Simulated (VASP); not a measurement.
# HfN (P6_3/mmc) in VASP: single point with PBEsol

Aim: the single point of HfN with PBEsol.

Program: VASP 6.6.1. These are calculated values, not measurements. Logs are shortened: lines on timing, memory, paths and dates and some standing lists are left out, and cuts for length are marked.

**1. The cell of the first run**

Symmetry: P6_3/mmc, No. 194, hexagonal system. Conventional cell: a = 3.134 Å, b = 3.134 Å, c = 5.417 Å, α = 90.00°, β = 90.00°, γ = 120.00°. Within 3.0 Å of Hf (site symmetry -6m2) lie 6 N at 2.26 Å. Within 3.0 Å of N (site symmetry -3m) lie 6 Hf at 2.26 Å and 2 N at 2.71 Å.

**2. Single point, PBEsol**

File INCAR:

```
SYSTEM = HfN
  PREC = Accurate
  ENCUT = 600
  EDIFF = 1E-6
  ISMEAR = -1
  SIGMA = 0.1
  LREAL = .False.
  LASPH = .True.
  NELM = 120
  ALGO = Normal
  ISIF = 2
  LWAVE = .False.
  LCHARG = .False.
  GGA = PS
  NBANDS = 74
  GGA_COMPAT = .False.
```

File KPOINTS:

```
Automatic mesh
0
Gamma
  2 2 2
  0 0 0
```

File POSCAR:

```
HfN
1.0
    6.2678160680      0.0000000000      0.0000000000
   -3.1339080340      5.4280879411      0.0000000000
    0.0000000000      0.0000000000      5.4167680000
Hf N
8 8
Direct
    0.3333333333      0.1666666667      0.7500000000
    0.1666666667      0.3333333333      0.2500000000
    0.3333333333      0.6666666667      0.7500000000
    0.1666666667      0.8333333333      0.2500000000
    0.8333333333      0.1666666667      0.7500000000
    0.6666666667      0.3333333333      0.2500000000
    0.8333333333      0.6666666667      0.7500000000
    0.6666666667      0.8333333333      0.2500000000
    0.0000000000      0.0000000000      0.0000000000
    0.0000000000      0.0000000000      0.5000000000
    0.0000000000      0.5000000000      0.0000000000
    0.0000000000      0.5000000000      0.5000000000
    0.5000000000      0.0000000000      0.0000000000
    0.5000000000      0.0000000000      0.5000000000
    0.5000000000      0.5000000000      0.0000000000
    0.5000000000      0.5000000000      0.5000000000
```

Potentials or basis: VASP PAW PBE potentials, release 64 (Hf_pv, N).

Run with:

```sh
cat potpaw_PBE.64/Hf_pv/POTCAR potpaw_PBE.64/N/POTCAR > POTCAR
mpirun -np 1 vasp_std > vasp.out
```

OUTCAR:

```text
SYSTEM = HfN
   PREC = Accurate
   ENCUT = 600
   EDIFF = 1E-6
   ISMEAR = -1
   LREAL = .False.
   LASPH = .True.
   NELM = 120
   ISIF = 2
   GGA = PS

 ion  position               nearest neighbor table
   1  0.333  0.167  0.750-  15 2.26  16 2.26   9 2.26  10 2.26  13 2.26  14 2.26   3 3.13   7 3.13
                             3 3.13   7 3.13   5 3.13   5 3.13   2 3.26   2 3.26   4 3.26   4 3.26
   2  0.167  0.333  0.250-   9 2.26  10 2.26  15 2.26  16 2.26  11 2.26  12 2.26   4 3.13   8 3.13
                             4 3.13   8 3.13   6 3.13   6 3.13   1 3.26   1 3.26   3 3.26   3 3.26
   3  0.333  0.667  0.750-  13 2.26  14 2.26  11 2.26  12 2.26  15 2.26  16 2.26   1 3.13   5 3.13
                             1 3.13   5 3.13   7 3.13   7 3.13   4 3.26   4 3.26   2 3.26   2 3.26
   4  0.167  0.833  0.250-  11 2.26  12 2.26  13 2.26  14 2.26   9 2.26  10 2.26   2 3.13   6 3.13
                             2 3.13   6 3.13   8 3.13   8 3.13   3 3.26   3 3.26   1 3.26   1 3.26
   5  0.833  0.167  0.750-  11 2.26  12 2.26  13 2.26  14 2.26   9 2.26  10 2.26   3 3.13   7 3.13
                             7 3.13   3 3.13   1 3.13   1 3.13   6 3.26   6 3.26   8 3.26   8 3.26
   6  0.667  0.333  0.250-  13 2.26  14 2.26  11 2.26  12 2.26  15 2.26  16 2.26   4 3.13   8 3.13
                             8 3.13   4 3.13   2 3.13   2 3.13   5 3.26   5 3.26   7 3.26   7 3.26
   7  0.833  0.667  0.750-   9 2.26  10 2.26  15 2.26  16 2.26  11 2.26  12 2.26   1 3.13   5 3.13
                             5 3.13   1 3.13   3 3.13   3 3.13   8 3.26   8 3.26   6 3.26   6 3.26
   8  0.667  0.833  0.250-  15 2.26  16 2.26   9 2.26  10 2.26  13 2.26  14 2.26   2 3.13   6 3.13
                             6 3.13   2 3.13   4 3.13   4 3.13   7 3.26   7 3.26   5 3.26   5 3.26
   9  0.000  0.000  0.000-   2 2.26   7 2.26   1 2.26   8 2.26   4 2.26   5 2.26
[... 14 lines left out ...]
 A1 = (   6.2678160680,   0.0000000000,   0.0000000000)
 A2 = (  -3.1339080340,   5.4280879411,   0.0000000000)
 A3 = (   0.0000000000,   0.0000000000,   5.4167680000)

Analysis of symmetry for initial positions (statically):
=====================================================================
 Subroutine PRICEL returns following result:

  LATTYP: Found a hexagonal cell.
 ALAT       =     3.1339080340
 C/A-ratio  =     1.7284387229

  Lattice vectors:

 A1 = (   3.1339080340,   0.0000000000,   0.0000000000)
 A2 = (  -1.5669540170,   2.7140439706,   0.0000000000)
 A3 = (   0.0000000000,   0.0000000000,   5.4167680000)

   4 primitive cells build up your supercell.

 Routine SETGRP: Setting up the symmetry group for a
 hexagonal supercell.

 Subroutine GETGRP returns: Found 24 space group operations
 (whereof 12 operations were pure point group operations)
 out of a pool of 24 trial point group operations.

The static configuration has the point symmetry D_3d.
 The point group associated with its full space group is D_6h.

Analysis of symmetry for dynamics (positions and initial velocities):
=====================================================================
 Subroutine PRICEL returns following result:

  LATTYP: Found a hexagonal cell.
 ALAT       =     3.1339080340
 C/A-ratio  =     1.7284387229

  Lattice vectors:

 A1 = (   3.1339080340,   0.0000000000,   0.0000000000)
 A2 = (  -1.5669540170,   2.7140439706,   0.0000000000)
 A3 = (   0.0000000000,   0.0000000000,   5.4167680000)

   4 primitive cells build up your supercell.

 Routine SETGRP: Setting up the symmetry group for a
 hexagonal supercell.

 Subroutine GETGRP returns: Found 24 space group operations
 (whereof 12 operations were pure point group operations)
 out of a pool of 24 trial point group operations.

The dynamic configuration has the point symmetry D_3d.
 The point group associated with its full space group is D_6h.

 Subroutine INISYM returns: Found 24 space group operations
 (whereof 12 operations are pure point group operations),
 and found     4 'primitive' translations

----------------------------------------------------------------------------------------

                                     Primitive cell

  volume of cell :      46.0727

  direct lattice vectors                    reciprocal lattice vectors
     3.133908034  0.000000000  0.000000000     0.319090410  0.184226934  0.000000000
    -1.566954017  2.714043971  0.000000000     0.000000000  0.368453868  0.000000000
     0.000000000  0.000000000  5.416768000     0.000000000  0.000000000  0.184611931

  length of vectors
     3.133908034  3.133908034  5.416768000     0.368453868  0.368453868  0.184611931

  position of ions in fractional coordinates (direct lattice)
     0.666666667  0.333333333  0.750000000
     0.333333333  0.666666667  0.250000000
     0.000000000  0.000000000  0.000000000
     0.000000000  0.000000000  0.500000000

  ion indices of the primitive-cell ions
   primitive index   ion index
                 1           1
                 2           2
                 3          13
                 4          14

----------------------------------------------------------------------------------------

 KPOINTS: Automatic mesh

Automatic generation of k-mesh.
 Grid dimensions read from file:
 generate k-points for:    2    2    2

 Generating k-lattice:

  Cartesian coordinates                     Fractional coordinates (reciprocal lattice)
     0.079772603  0.046056734  0.000000000     0.500000000  0.000000000  0.000000000
     0.000000000  0.092113467  0.000000000     0.000000000  0.500000000  0.000000000
     0.000000000  0.000000000  0.092305965     0.000000000  0.000000000  0.500000000

  Length of vectors
     0.092113467  0.092113467  0.092305965

  Shift w.r.t. Gamma in fractional coordinates (k-lattice)
     0.000000000  0.000000000  0.000000000

 Subroutine IBZKPT returns following result:
 ===========================================

 Found      4 irreducible k-points:

 Following reciprocal coordinates:
            Coordinates               Weight
  0.000000  0.000000  0.000000      1.000000
  0.500000  0.000000  0.000000      3.000000
  0.000000  0.000000  0.500000      1.000000
  0.500000  0.000000  0.500000      3.000000
   k-points           NKPTS =      4   k-points in BZ     NKDIM =      4   number of bands    NBANDS=     74
   number of dos      NEDOS =    301   number of ions     NIONS =     16
   total plane-waves  NPLWV = 120000
   dimension x,y,z NGX =    50 NGY =   50 NGZ =   48
   dimension x,y,z NGXF=   100 NGYF=  100 NGZF=   96
   ions per type =               8   8
   NGX,Y,Z   is equivalent  to a cutoff of  13.26, 13.26, 14.73 a.u.
   NGXF,Y,Z  is equivalent  to a cutoff of  26.52, 26.52, 29.46 a.u.
 SYSTEM =  HfN
   PREC   = accura    normal or accurate (medium, high low for compatibility)
   ISTART =      0    job   : 0-new  1-cont  2-samecut
   ICHARG =      2    charge: 1-file 2-atom 10-const
   ISPIN  =      1    spin polarized calculation?
   LNONCOLLINEAR =      F non collinear calculations
   LSORBIT =      F    spin-orbit coupling
   LASPH  =      T    aspherical Exc in radial PAW
   ENCUT  =  600.0 eV  44.10 Ry    6.64 a.u.  12.52 12.52 10.82*2*pi/ulx,y,z
   NELM   =    120;   NELMIN=  2; NELMDL= -5     # of ELM steps
   EDIFF  = 0.1E-05   stopping-criterion for ELM
   LREAL  =      F    real-space projection
   EDIFFG = 0.1E-04   stopping-criterion for IOM
   NSW    =      0    number of steps for IOM
   IBRION =     -1    ionic relax: 0-MD 1-quasi-New 2-CG
   NFREE  =      0    steps in history (QN), initial steepest desc. (CG)
   ISIF   =      2    stress and relaxation
   ISYM   =      2    0-nonsym 1-usesym 2-fastsym
   POTIM  = 0.5000    time-step for ionic-motion
   TEBEG  =    0.0;   TEEND  =   0.0 temperature during run
   PSTRESS=    0.0 pullay stress
   NELECT =     120.0000    total number of electrons
   NUPDOWN=      -1.0000    fix difference up-down
   EMIN   =  10.00;   EMAX   =-10.00  energy-range for DOS
   EFERMI =   0.00;   METHOD = LEGACY
   ISMEAR =    -1;   SIGMA  =   0.10  broadening in eV -4-tet -1-fermi 0-gaus
   EFERMI_NEDOS =   21; number of points for ismear=-14 and -15
   IALGO  =     38    algorithm
   IMIX   =      4    mixing-type and parameters
     AMIX     =   0.40;   BMIX     =  1.00
     AMIX_MAG =   1.60;   BMIX_MAG =  1.00
  volume/ion in A,a.u.               =      11.52        77.73
  Fermi-wavevector in a.u.,A,eV,Ry     =   1.418951  2.681429 27.394277  2.013423
  Thomas-Fermi vector in A             =   2.540023
   LORBIT       =      0    0 simple, 1 ext, 2 COOP (PROOUT), +10 PAW based schemes
   GGA     = PS    functional components
   LHFCALC =     F    Hartree Fock is set to
   AEXX    =    0.0000 exact exchange contribution
   IVDW    =     0    specifies the selected vdW correction
   LEPSILON=     F    determine dielectric tensor
   LRPA    =     F    only Hartree local field effects (RPA)
 non-spin polarized calculation
  energy-cutoff  :      600.00
  volume of cell :      184.29
 maximum number of plane-waves:      6177
   NGX = 25   NGY = 25   NGZ = 21

 number of electron     120.0000004 magnetization

 Free energy of the ion-electron system (eV)
  ---------------------------------------------------
  ext. energy  EPLUGINS =         0.00000000
  ---------------------------------------------------
  free energy    TOTEN  =      -182.46149840 eV

  energy without entropy =     -181.96102190  energy(sigma->0) =     -182.21126015

 E-fermi :   7.5792     XC(G=0): -12.9021

 val. band max:        7.5547623672   @ k =   0.5000   0.0000   0.5000
 cond. band min:       7.6133878080   @ k =   0.5000   0.0000   0.5000
 fundamental gap:      0.0586254408
 Fermi energy:         7.5792384662

 k-point     1 :       0.0000    0.0000    0.0000
  band No.  band energies     occupation
      1     -23.8694      2.00000
      2     -23.8099      2.00000
      3     -23.8099      2.00000
      4     -23.8099      2.00000
      5     -23.6115      2.00000
      6     -23.6115      2.00000
[... 289 lines left out ...]
     71      10.8851      0.00000
     72      10.8851      0.00000
 [bands above 72 left out]

------------------------ aborting loop because EDIFF is reached ----------------------------------------

  FORCE on cell =-STRESS in cart. coord.  units (eV):
  Direction    XX          YY          ZZ          XY          YZ          ZX
  --------------------------------------------------------------------------------------
  -------------------------------------------------------------------------------------
  Total       -5.6675584     -5.6675584      0.9209383      0.0000000      0.0000000     -0.0000000
  in kB      -49.2723448    -49.2723448      8.0064092      0.0000000      0.0000000     -0.0000000
  external PRESSURE =     -30.1794268 kB  Pullay stress =       0.0000000 kB

 VOLUME and BASIS-vectors are now :
 -----------------------------------------------------------------------------
  energy-cutoff  :      600.00
  volume of cell :      184.29
      direct lattice vectors                 reciprocal lattice vectors
     6.267816068  0.000000000  0.000000000     0.159545205  0.092113467  0.000000000
    -3.133908034  5.428087941  0.000000000     0.000000000  0.184226934  0.000000000
     0.000000000  0.000000000  5.416768000     0.000000000  0.000000000  0.184611931

 POSITION                                       TOTAL-FORCE (eV/Angst)
 -----------------------------------------------------------------------------------
      1.56695      0.90468      4.06258        -0.000000      0.000000     -0.000000
      0.00000      1.80936      1.35419         0.000000      0.000000      0.000000
     -0.00000      3.61873      4.06258        -0.000000     -0.000000      0.000000
     -1.56695      4.52341      1.35419         0.000000     -0.000000      0.000000
      4.70086      0.90468      4.06258        -0.000000     -0.000000     -0.000000
      3.13391      1.80936      1.35419         0.000000     -0.000000     -0.000000
[... 8 lines left out ...]
      1.56695      2.71404      0.00000         0.000000      0.000000     -0.000000
      1.56695      2.71404      2.70838        -0.000000     -0.000000      0.000000
 -----------------------------------------------------------------------------------
    total drift:                                0.000000     -0.000000      0.000000

  FREE ENERGIE OF THE ION-ELECTRON SYSTEM (eV)
  ---------------------------------------------------
  free  energy   TOTEN  =      -182.4614984009 eV

  energy  without entropy=     -181.9610219036  energy(sigma->0) =     -182.21126015
```

Run time: 83 s. Hardware: 1 thread of Intel Xeon Platinum 8559C (Emerald Rapids), shared host; peak memory 0.35 GiB.

Results:

| Item | Value |
| --- | --- |
| Free energy | -182.4615 eV |
| Pressure | -3.0 GPa |
| Band gap on the k mesh | zero (bands 60 and 61 overlap by 0.07 eV) |

Caveat: the k points lie up to 0.58 Å⁻¹ apart; the PAW data sets were made with another functional, which shifts forces and pressure a little; spin-orbit coupling is left out, which moves the levels of the heavy elements.
